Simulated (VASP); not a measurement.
# Sn4Se3S in VASP: further runs, part 2 of 2

VASP 6.6.1. The steps go on from the part before.

### Step 3. Single point, PBE

Input file INCAR:

```
  ALGO = Normal
  EDIFF = 1E-6
  ENCUT = 520
  GGA = PE
  ISIF = 2
  ISMEAR = 0
  LASPH = T
  LCHARG = F
  LREAL = F
  LWAVE = F
  NBANDS = 50
  NELM = 100
  PREC = Accurate
  SIGMA = 0.2
```

Input file KPOINTS:

```
k-points
0
Gamma
  4 4 4
```

Input file POSCAR:

```
Sn4Se3S
1.0
    6.2145847852      0.0279429658     -0.0390903970
    0.0295871380      6.0924611087     -0.0800070965
   -0.0372432105     -0.0789583898      6.0860878439
Sn Se S
4 3 1
Direct
    0.4754400766      0.4889398942      0.5100112012
    0.0217325970      0.4711692144      0.0053110667
    0.4708694813     -0.0121169027      0.0118157651
    0.0215233941     -0.0072647692      0.5276429303
    0.4715065899      0.0108083164      0.4878210309
    0.0235111814      0.5116670113      0.4894955386
    0.4710841214      0.5135996816     -0.0082682541
    0.0443325584      0.0231975541     -0.0238292788
```

Potentials or basis: VASP PAW PBE potentials, release 64 (Sn_d, Se, S).

Command:

```bash
cat potpaw_PBE.64/Sn_d/POTCAR potpaw_PBE.64/Se/POTCAR potpaw_PBE.64/S/POTCAR > POTCAR
mpirun -np 1 vasp_std > vasp.out
```

OUTCAR:

```text
EDIFF = 1E-6
   ENCUT = 520
   GGA = PE
   ISIF = 2
   ISMEAR = 0
   LASPH = T
   LREAL = F
   NELM = 100
   PREC = Accurate

 ion  position               nearest neighbor table
   1  0.475  0.489  0.510-   6 2.81   5 2.91   7 2.93   7 3.16   5 3.19
   2  0.022  0.471  0.005-   8 2.73   7 2.81   6 2.95   6 3.16
   3  0.471  0.988  0.012-   8 2.66   7 2.89   5 2.90   5 3.20   7 3.21
   4  0.022  0.993  0.528-   8 2.73   5 2.81   6 2.93   6 3.18
   5  0.472  0.011  0.488-   4 2.81   3 2.90   1 2.91   1 3.19   3 3.20
   6  0.024  0.512  0.489-   1 2.81   4 2.93   2 2.95   2 3.16   4 3.18
   7  0.471  0.514  0.992-   2 2.81   3 2.89   1 2.93   1 3.16   3 3.21
   8  0.044  0.023  0.976-   3 2.66   2 2.73   4 2.73

  LATTYP: Found a triclinic cell.
 ALAT       =     6.0867139515
 B/A-ratio  =     1.3963419527
 C/A-ratio  =     1.0210387073
 COS(alpha) =     0.0021644061
 COS(beta)  =     0.0124661854
 COS(gamma) =     0.6974241227

  Lattice vectors:

 A1 = (  -0.0372432105,  -0.0789583898,   6.0860878439)
 A2 = (  -0.0076560725,   6.0135027189,   6.0060807474)
[... 193 lines left out ...]
 fundamental gap:      0.7609418295
 Fermi energy:         5.1686189580

 k-point     1 :       0.0000    0.0000    0.0000
  band No.  band energies     occupation
      1     -16.6327      2.00000
      2     -16.6221      2.00000
      3     -16.6199      2.00000
      4     -16.6136      2.00000
      5     -16.6097      2.00000
      6     -16.6043      2.00000
[... 1261 lines left out ...]
     49       8.4366      0.00000
     50       9.1052      0.00000

 [... further k-points ...]

------------------------ aborting loop because EDIFF is reached ----------------------------------------

  FORCE on cell =-STRESS in cart. coord.  units (eV):
  Direction    XX          YY          ZZ          XY          YZ          ZX
  --------------------------------------------------------------------------------------
  -------------------------------------------------------------------------------------
  Total       -0.0038482     -0.0135677      0.0104626      0.0093791      0.0124253     -0.0132615
  in kB       -0.0267625     -0.0943567      0.0727624      0.0652272      0.0864119     -0.0922272
  external PRESSURE =      -0.0161189 kB  Pullay stress =       0.0000000 kB

 VOLUME and BASIS-vectors are now :
 -----------------------------------------------------------------------------
  energy-cutoff  :      520.00
  volume of cell :      230.38
      direct lattice vectors                 reciprocal lattice vectors
     6.214584785  0.027942966 -0.039090397     0.160921384 -0.000768690  0.000974770
     0.029587138  6.092461109 -0.080007096    -0.000724791  0.164168712  0.002125422
    -0.037243210 -0.078958390  6.086087844     0.001024056  0.002153208  0.164343365

 POSITION                                       TOTAL-FORCE (eV/Angst)
 -----------------------------------------------------------------------------------
      2.95013      2.95186      3.04627        -0.001668      0.004413      0.000739
      0.14880      2.87077     -0.00622        -0.014602      0.004955     -0.001984
      2.95505      6.03086     -0.02553        -0.001007      0.011582     -0.008814
      0.14348      6.00714      3.13101        -0.011052      0.004583     -0.006002
      2.91237      0.04051      2.94963         0.011097     -0.005672      0.005662
      0.14302      3.07932      2.93726        -0.005127     -0.008585      0.005420
      2.90585      3.06394      5.97626         0.014537     -0.010207      0.001569
      0.23984      0.06549      5.93747         0.007822     -0.001069      0.003410
 -----------------------------------------------------------------------------------
    total drift:                                0.001378     -0.000018     -0.000382

  FREE ENERGIE OF THE ION-ELECTRON SYSTEM (eV)
  ---------------------------------------------------
  free  energy   TOTEN  =       -33.3598213752 eV

  energy  without entropy=      -33.3593734825  energy(sigma->0) =      -33.35959743
```

OSZICAR:

```text
N       E                     dE             d eps       ncg     rms          rms(c)
DAV:   1     0.848845251349E+03    0.84885E+03   -0.36410E+04  3832   0.200E+03
DAV:   2     0.112554866061E+03   -0.73629E+03   -0.71255E+03  3632   0.573E+02
DAV:   3    -0.240889985765E+02   -0.13664E+03   -0.13018E+03  4306   0.199E+02
DAV:   4    -0.339718019541E+02   -0.98828E+01   -0.96842E+01  4248   0.531E+01
DAV:   5    -0.343368444643E+02   -0.36504E+00   -0.36369E+00  4440   0.106E+01    0.750E+00
DAV:   6    -0.333348427801E+02    0.10020E+01   -0.18929E+00  4940   0.625E+00    0.472E+00
DAV:   7    -0.333547664909E+02   -0.19924E-01   -0.71004E-01  4606   0.265E+00    0.242E+00
DAV:   8    -0.333607797604E+02   -0.60133E-02   -0.71837E-02  4716   0.169E+00    0.389E-01
DAV:   9    -0.333587940434E+02    0.19857E-02   -0.16268E-02  4180   0.733E-01    0.181E-01
DAV:  10    -0.333594636155E+02   -0.66957E-03   -0.39827E-03  4858   0.244E-01    0.123E-01
DAV:  11    -0.333597059355E+02   -0.24232E-03   -0.26958E-04  4280   0.114E-01    0.499E-02
DAV:  12    -0.333598111411E+02   -0.10521E-03   -0.16443E-04  4110   0.572E-02    0.127E-02
DAV:  13    -0.333598202911E+02   -0.91500E-05   -0.12809E-05  4082   0.273E-02    0.766E-03
DAV:  14    -0.333598213934E+02   -0.11023E-05   -0.61252E-06  3652   0.144E-02    0.279E-03
DAV:  15    -0.333598213752E+02    0.18137E-07   -0.83314E-07  2484   0.832E-03
   1 F= -.33359821E+02 E0= -.33359597E+02  d E =-.447893E-03
```

Wall time 6.1 min (1 thread of Intel Xeon Platinum 8259CL at 2.50GHz (Skylake/Cascade Lake), shared host); peak memory 0.54 GiB.

Results:

```yaml
Free_energy: -33.3598 eV
Pressure: 0.0 GPa
Largest_force: 0.018 eV/Å
Band_gap_on_the_k_mesh: 0.76 eV, indirect (least direct gap 0.80 eV)
```

Forces in eV/Å, atoms in the order of the input:
```
Sn  -0.002  0.004  0.001
Sn  -0.015  0.005 -0.002
Sn  -0.001  0.012 -0.009
Sn  -0.011  0.005 -0.006
Se   0.011 -0.006  0.006
Se  -0.005 -0.009  0.005
Se   0.015 -0.010  0.002
S    0.008 -0.001  0.003
```

Caveat: spin-orbit coupling is left out, which moves the levels of the heavy elements. A k mesh can miss the band edges.
